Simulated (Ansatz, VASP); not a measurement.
Two plane-wave programs on Ge

```
CELL_PARAMETERS angstrom
7.05796 0.00000 0.00000
0.00000 7.05796 0.00000
0.00000 0.00000 3.77400
ATOMIC_POSITIONS crystal
Ge 0.10322 0.32960 0.24165
Ge 0.89678 0.67040 0.74165
Ge 0.67040 0.10322 0.99165
Ge 0.32960 0.89678 0.49165
Ge 0.32960 0.10322 0.00835
Ge 0.67040 0.89678 0.50835
Ge 0.89678 0.32960 0.75835
Ge 0.10322 0.67040 0.25835
```

Alike in both runs: task relaxation of cell and atoms; functional PBE; k mesh 4 × 4 × 4; occupations gaussian, width 0.1 eV; no spin polarisation.

```csv
,VASP,Ansatz
version,VASP 6.6.1,Ansatz 0.2.0
potentials or method,"VASP PAW PBE potentials, release 64 (Ge_d), cutoff 600 eV","scalar-relativistic, plane waves, PAW"
valence electrons in the cell,112,112
```

|  | VASP | Ansatz | Ansatz less VASP |
| --- | --- | --- | --- |
| gap on the k mesh at the Fermi level, each at its own relaxed structure (eV) | none | none | - |
| relaxed volume (Å³/atom) | 27.84 | 27.79 | -0.052 |
| relaxed cell length with the largest relative difference (Å) | 7.440 | 7.433 | -0.0072 |

A gap of «none» marks a metal or a gap that the smearing closes.

The k mesh is coarse, so the values compare programs but aren't converged. Noted on VASP's run: the volume moved by over 15 % at a fixed basis, so the end points are rough.
